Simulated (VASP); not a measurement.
# Ni (P6_3/mmc) in VASP: notebook

Runs on Ni. Level: PBEsol. Tasks: single point.

Program: VASP 6.6.1. These are calculated values, not measurements. Logs are shortened: lines on timing, memory, paths and dates and some standing lists are left out, and cuts for length are marked.

## (1) The cell of the first run

The structure is hexagonal, space group P6_3/mmc (No. 194). Conventional cell: a = 2.426 Å, b = 2.426 Å, c = 4.036 Å, α = 90.00°, β = 90.00°, γ = 120.00°. Within 3.2 Å of Ni (site symmetry -6m2) lie 12 Ni at 2.43 to 2.46 Å.

This isn't the form of Ni at room conditions, which is fcc.

## (2) Single point, PBEsol, collinear spin, ferromagnetic start

Contents of INCAR:

```
SYSTEM = Ni
PREC = Accurate
ENCUT = 520
EDIFF = 1E-7
ISMEAR = -1
SIGMA = 0.1
LREAL = .FALSE.
LASPH = .TRUE.
NELM = 150
ALGO = Normal
ISIF = 2
LWAVE = .FALSE.
LCHARG = .FALSE.
ISPIN = 2
MAGMOM = 1.5 1.5
LORBIT = 11
LMAXMIX = 4
GGA = PS
NBANDS = 21
```

Contents of KPOINTS:

```
Automatic mesh
0
G
  13 13 7
  0 0 0
```

Contents of POSCAR:

```
Ni
1.0
    2.4260664540      0.0000000000      0.0000000000
   -1.2130327315      2.1010350744      0.0000000000
    0.0000000000      0.0000000000      4.0362786062
Ni
2
Direct
    0.3333333333      0.6666666667      0.2500000000
    0.6666666667      0.3333333333      0.7500000000
```

Potentials or basis: VASP PAW PBE potentials, release 64 (Ni).

Started as:

```sh
$ cat potpaw_PBE.64/Ni/POTCAR > POTCAR
$ mpirun -np 1 vasp_std > vasp.out
```

OUTCAR:

```text
SYSTEM = Ni
   PREC = Accurate
   ENCUT = 520
   EDIFF = 1E-7
   ISMEAR = -1
   LREAL = .FALSE.
   LASPH = .TRUE.
   NELM = 150
   ISIF = 2
   ISPIN = 2
   LORBIT = 11
   GGA = PS

 ion  position               nearest neighbor table
   1  0.333  0.667  0.250-   2 2.46   2 2.46   2 2.46   2 2.46   2 2.46   2 2.46
   2  0.667  0.333  0.750-   1 2.46   1 2.46   1 2.46   1 2.46   1 2.46   1 2.46

  LATTYP: Found a hexagonal cell.
 ALAT       =     2.4260664540
 C/A-ratio  =     1.6637131269

  Lattice vectors:

 A1 = (   2.4260664540,   0.0000000000,   0.0000000000)
 A2 = (  -1.2130327315,   2.1010350744,   0.0000000000)
 A3 = (   0.0000000000,   0.0000000000,   4.0362786062)

Analysis of symmetry for initial positions (statically):
=====================================================================
 Subroutine PRICEL returns:
 Original cell was already a primitive cell.

 Routine SETGRP: Setting up the symmetry group for a
 hexagonal supercell.

 Subroutine GETGRP returns: Found 24 space group operations
 (whereof 12 operations were pure point group operations)
 out of a pool of 24 trial point group operations.

The static configuration has the point symmetry D_3d.
 The point group associated with its full space group is D_6h.

Analysis of symmetry for dynamics (positions and initial velocities):
=====================================================================
 Subroutine PRICEL returns:
 Original cell was already a primitive cell.

 Routine SETGRP: Setting up the symmetry group for a
 hexagonal supercell.

 Subroutine GETGRP returns: Found 24 space group operations
 (whereof 12 operations were pure point group operations)
 out of a pool of 24 trial point group operations.

The dynamic configuration has the point symmetry D_3d.
 The point group associated with its full space group is D_6h.

Analysis of structural, dynamic, and magnetic symmetry:
=====================================================================
 Subroutine PRICEL returns:
 Original cell was already a primitive cell.

 Routine SETGRP: Setting up the symmetry group for a
 hexagonal supercell.

 Subroutine GETGRP returns: Found 24 space group operations
 (whereof 12 operations were pure point group operations)
 out of a pool of 24 trial point group operations.

The overall configuration has the point symmetry D_3d.
 The point group associated with its full space group is D_6h.

 Subroutine INISYM returns: Found 24 space group operations
 (whereof 12 operations are pure point group operations),
 and found     1 'primitive' translations

----------------------------------------------------------------------------------------

                                     Primitive cell

  volume of cell :      20.5739

  direct lattice vectors                    reciprocal lattice vectors
     2.426066454  0.000000000  0.000000000     0.412189863  0.237977843  0.000000000
    -1.213032732  2.101035074  0.000000000     0.000000000  0.475955881  0.000000000
     0.000000000  0.000000000  4.036278606     0.000000000  0.000000000  0.247752967

  length of vectors
     2.426066454  2.426066114  4.036278606     0.475955814  0.475955881  0.247752967

  position of ions in fractional coordinates (direct lattice)
     0.333333333  0.666666667  0.250000000
     0.666666667  0.333333333  0.750000000

  ion indices of the primitive-cell ions
   primitive index   ion index
                 1           1
                 2           2

----------------------------------------------------------------------------------------

 KPOINTS: Automatic mesh

Automatic generation of k-mesh.
 Grid dimensions read from file:
 generate k-points for:   13   13    7

 Generating k-lattice:

  Cartesian coordinates                     Fractional coordinates (reciprocal lattice)
     0.031706913  0.018305988  0.000000000     0.076923077  0.000000000  0.000000000
     0.000000000  0.036611991  0.000000000     0.000000000  0.076923077  0.000000000
     0.000000000  0.000000000  0.035393281     0.000000000  0.000000000  0.142857143

  Length of vectors
     0.036611986  0.036611991  0.035393281

  Shift w.r.t. Gamma in fractional coordinates (k-lattice)
     0.000000000  0.000000000  0.000000000

 Subroutine IBZKPT returns following result:
 ===========================================

 Found     84 irreducible k-points:

 Following reciprocal coordinates:
            Coordinates               Weight
  0.000000  0.000000  0.000000      1.000000
  0.076923  0.000000  0.000000      6.000000
  0.153846  0.000000  0.000000      6.000000
  0.230769 -0.000000  0.000000      6.000000
  0.307692  0.000000  0.000000      6.000000
  0.384615 -0.000000  0.000000      6.000000
[... 16 lines left out ...]
  0.076923  0.000000  0.142857     12.000000
  0.153846  0.000000  0.142857     12.000000
 [... further k-points ...]
   k-points           NKPTS =     84   k-points in BZ     NKDIM =     84   number of bands    NBANDS=     21
   number of dos      NEDOS =    301   number of ions     NIONS =      2
   total plane-waves  NPLWV =   9720
   dimension x,y,z NGX =    18 NGY =   18 NGZ =   30
   dimension x,y,z NGXF=    36 NGYF=   36 NGZF=   60
   ions per type =               2
   NGX,Y,Z   is equivalent  to a cutoff of  12.33, 12.33, 12.36 a.u.
   NGXF,Y,Z  is equivalent  to a cutoff of  24.67, 24.67, 24.71 a.u.
 SYSTEM =  Ni
   PREC   = accura    normal or accurate (medium, high low for compatibility)
   ISTART =      0    job   : 0-new  1-cont  2-samecut
   ICHARG =      2    charge: 1-file 2-atom 10-const
   ISPIN  =      2    spin polarized calculation?
   LNONCOLLINEAR =      F non collinear calculations
   LSORBIT =      F    spin-orbit coupling
   LASPH  =      T    aspherical Exc in radial PAW
   ENCUT  =  520.0 eV  38.22 Ry    6.18 a.u.   4.51  4.51  7.50*2*pi/ulx,y,z
   NELM   =    150;   NELMIN=  2; NELMDL= -5     # of ELM steps
   EDIFF  = 0.1E-06   stopping-criterion for ELM
   LREAL  =      F    real-space projection
   EDIFFG = 0.1E-05   stopping-criterion for IOM
   NSW    =      0    number of steps for IOM
   IBRION =     -1    ionic relax: 0-MD 1-quasi-New 2-CG
   NFREE  =      0    steps in history (QN), initial steepest desc. (CG)
   ISIF   =      2    stress and relaxation
   ISYM   =      2    0-nonsym 1-usesym 2-fastsym
   POTIM  = 0.5000    time-step for ionic-motion
   TEBEG  =    0.0;   TEEND  =   0.0 temperature during run
   PSTRESS=    0.0 pullay stress
   NELECT =      20.0000    total number of electrons
   NUPDOWN=      -1.0000    fix difference up-down
   EMIN   =  10.00;   EMAX   =-10.00  energy-range for DOS
   EFERMI =   0.00;   METHOD = LEGACY
   ISMEAR =    -1;   SIGMA  =   0.10  broadening in eV -4-tet -1-fermi 0-gaus
   EFERMI_NEDOS =   21; number of points for ismear=-14 and -15
   IALGO  =     38    algorithm
   IMIX   =      4    mixing-type and parameters
     AMIX     =   0.40;   BMIX     =  1.00
     AMIX_MAG =   1.60;   BMIX_MAG =  1.00
  volume/ion in A,a.u.               =      10.29        69.42
  Fermi-wavevector in a.u.,A,eV,Ry     =   1.621732  3.064629 35.783528  2.630015
  Thomas-Fermi vector in A             =   2.715460
   LORBIT       =     11    0 simple, 1 ext, 2 COOP (PROOUT), +10 PAW based schemes
   GGA     = PS    functional components
   LHFCALC =     F    Hartree Fock is set to
   AEXX    =    0.0000 exact exchange contribution
   IVDW    =     0    specifies the selected vdW correction
   LEPSILON=     F    determine dielectric tensor
   LRPA    =     F    only Hartree local field effects (RPA)
 spin polarized calculation
  energy-cutoff  :      520.00
  volume of cell :       20.57
 maximum number of plane-waves:       567
 NGX is ok and might be reduce to    18
   NGX =  9   NGY =  9   NGZ = 15

 number of electron      19.9999987 magnetization       1.2116882

 Free energy of the ion-electron system (eV)
  ---------------------------------------------------
  ext. energy  EPLUGINS =         0.00000000
  ---------------------------------------------------
  free energy    TOTEN  =       -12.27921904 eV

  energy without entropy =      -12.16175232  energy(sigma->0) =      -12.22048568

 E-fermi :  10.0150     XC(G=0): -13.7696

 val. band max:       10.0146915500   @ k =   0.0000   0.0000   0.0000
 cond. band min:      10.0185616964   @ k =   0.0769   0.0000   0.1429
 fundamental gap:      0.0038701464
 Fermi energy:        10.0149575447

 spin component 1

 k-point     1 :       0.0000    0.0000    0.0000
  band No.  band energies     occupation
      1       0.5426      1.00000
      2       4.8302      1.00000
      3       7.3879      1.00000
      4       7.5533      1.00000
      5       7.5533      1.00000
      6       7.8310      1.00000
[... 13 lines left out ...]
     20      37.1731      0.00000
     21      41.1462      0.00000
[... 529 lines left out ...]
 k-point    24 :       0.1538    0.0000    0.1429
  band No.  band energies     occupation
      1       1.5864      1.00000
      2       5.2680      1.00000
      3       7.0894      1.00000
      4       7.1169      1.00000
      5       7.5283      1.00000
      6       7.8223      1.00000
[... 13 lines left out ...]
     20      38.7709      0.00000
     21      39.7425      0.00000

 [... further k-points ...]

 spin component 2

 k-point     1 :       0.0000    0.0000    0.0000
  band No.  band energies     occupation
      1       0.5401      1.00000
      2       5.2058      1.00000
      3       8.0415      1.00000
      4       8.1933      1.00000
      5       8.1933      1.00000
      6       8.4886      1.00000
[... 13 lines left out ...]
     20      37.2735      0.00000
     21      41.2459      0.00000
[... 529 lines left out ...]
 k-point    24 :       0.1538    0.0000    0.1429
  band No.  band energies     occupation
      1       1.5871      1.00000
      2       5.6227      1.00000
      3       7.5096      1.00000
      4       7.7042      1.00000
      5       8.1656      1.00000
      6       8.4323      1.00000
[... 13 lines left out ...]
     20      38.8494      0.00000
     21      39.7841      0.00000

 [... further k-points ...]

------------------------ aborting loop because EDIFF is reached ----------------------------------------

  FORCE on cell =-STRESS in cart. coord.  units (eV):
  Direction    XX          YY          ZZ          XY          YZ          ZX
  --------------------------------------------------------------------------------------
  -------------------------------------------------------------------------------------
  Total        0.5843291      0.5843291      0.0653796      0.0000001      0.0000000     -0.0000000
  in kB       45.5041481     45.5041435      5.0913835      0.0000107      0.0000000     -0.0000000
  external PRESSURE =      32.0332250 kB  Pullay stress =       0.0000000 kB

 VOLUME and BASIS-vectors are now :
 -----------------------------------------------------------------------------
  energy-cutoff  :      520.00
  volume of cell :       20.57
      direct lattice vectors                 reciprocal lattice vectors
     2.426066454  0.000000000  0.000000000     0.412189863  0.237977843  0.000000000
    -1.213032732  2.101035074  0.000000000     0.000000000  0.475955881  0.000000000
     0.000000000  0.000000000  4.036278606     0.000000000  0.000000000  0.247752967

 POSITION                                       TOTAL-FORCE (eV/Angst)
 -----------------------------------------------------------------------------------
      0.00000      1.40069      1.00907        -0.000000      0.000000      0.000000
      1.21303      0.70035      3.02721         0.000000     -0.000000      0.000000
 -----------------------------------------------------------------------------------
    total drift:                               -0.000000      0.000000     -0.000000

  FREE ENERGIE OF THE ION-ELECTRON SYSTEM (eV)
  ---------------------------------------------------
  free  energy   TOTEN  =       -12.2792190441 eV

  energy  without entropy=      -12.1617523159  energy(sigma->0) =      -12.22048568

 total charge

# of ion       s       p       d       tot
------------------------------------------
    1        0.524   0.554   8.342   9.421
    2        0.524   0.554   8.342   9.421
--------------------------------------------------
tot          1.049   1.109  16.685  18.842

 magnetization (x)

# of ion       s       p       d       tot
------------------------------------------
    1       -0.005  -0.023   0.638   0.610
    2       -0.005  -0.023   0.638   0.610
--------------------------------------------------
tot         -0.010  -0.046   1.276   1.220
```

It took 34 s on 1 thread of Intel Xeon 6975P-C (Granite Rapids), shared host; peak memory 0.16 GiB.

What came out:

```
Free energy                                           : -12.2792 eV
Pressure                                              : 3.2 GPa
Net moment                                            : 1.21 μB per cell
Site moments                                          : Ni +0.61 μB
Valence electrons inside the program's atomic spheres : Ni 9.42
```

Stress tensor (GPa, compression positive):
```
4.55 0.00 0.00
0.00 4.55 0.00
0.00 0.00 0.51
```

Caveat: the cell stands under pressure; the PAW data sets were made with another functional, which shifts forces and pressure a little.

## (3) Single point, PBEsol, collinear spin, ferromagnetic start

This run uses another cell than the first one, of 10.57 Å³/atom.

Contents of INCAR:

```
PREC = Accurate
ENCUT = 520
EDIFF = 1E-6
ISMEAR = -1
SIGMA = 0.1
LREAL = False
LASPH = True
NELM = 150
ALGO = Normal
ISIF = 2
LWAVE = False
LCHARG = False
ISPIN = 2
MAGMOM = 1.5 1.5
LORBIT = 11
LMAXMIX = 4
GGA = PS
NBANDS = 21
```

Contents of KPOINTS:

```
Automatic mesh
0
Gamma
  13 13 7
```

Contents of POSCAR:

```
Ni
1.0
    2.4480230000      0.0000000000      0.0000000000
   -1.2240110000      2.1200500000      0.0000000000
    0.0000000000      0.0000000000      4.0728080000
Ni
2
Direct
    0.3333333333      0.6666666667      0.2500000000
    0.6666666667      0.3333333333      0.7500000000
```

Potentials or basis: VASP PAW PBE potentials, release 64 (Ni).

Started as:

```sh
$ cat potpaw_PBE.64/Ni/POTCAR > POTCAR
$ mpirun -np 1 vasp_std > vasp.out
```

Wall time 33 s (1 thread of Intel Xeon 6975P-C (Granite Rapids), shared host); peak memory 0.17 GiB.

Results (log left out):

```yaml
Free_energy: -12.2796 eV
Pressure: -3.0 GPa
Net_moment: 1.22 μB per cell
Site_moments: Ni +0.62 μB
Valence_electrons_inside_the_program's_atomic_spheres: Ni 9.37
```

Stress tensor (GPa, compression positive):
```
-1.76  0.00  0.00
 0.00 -1.76  0.00
 0.00  0.00 -5.39
```

Levels at points of the mesh, in eV from the Fermi level:
Spin up:
| k point | band 9 | band 10 | band 11 | band 12 | band 13 | band 14 |
| --- | --- | --- | --- | --- | --- | --- |
| (0.00, 0.00, 0.00) | -1.63 | -0.69 | -0.69 | -0.60 | 5.59 | 23.04 |
Spin down:
```
           k point  band 5  band 6  band 7  band 8  band 9  band 10  band 11  band 12  band 13  band 14
(0.00, 0.00, 0.00)   -1.75   -1.46   -1.46   -0.97   -0.97    -0.63     0.00     0.00     5.99    22.95
```

Caveat: the PAW data sets were made with another functional, which shifts forces and pressure a little.
